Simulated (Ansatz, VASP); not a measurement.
**Two plane-wave programs on BN**

```
B N
1.0
     0.00000    1.84092    1.84092
     1.84092    0.00000    1.84092
     1.84092    1.84092    0.00000
B N
1 1
Cartesian
  0.0000 0.0000 0.0000
  0.9205 0.9205 0.9205
```

Change from the starting cell: hydrostatic strain +2.0%.

Alike in both runs: task single point; functional PBE; k mesh 12 × 12 × 12; occupations fermi-dirac, width 0.02 eV; no spin polarisation.

```csv
,VASP,Ansatz
version,VASP 6.6.1,Ansatz 0.2.0
potentials or method,"VASP PAW PBE potentials, release 64 (B, N)","plane waves, PAW"
plane-wave cutoff (eV),520,420
valence electrons in the cell,8,8
```

|  | VASP | Ansatz | Ansatz less VASP |
| --- | --- | --- | --- |
| gap on the k mesh at the Fermi level (eV) | 4.40 | 4.41 | +0.010 |
| pressure (GPa) | -15.9 | -16.0 | -0.09 |

With one functional, cell and mesh, what is left measures potentials, basis and numerics.
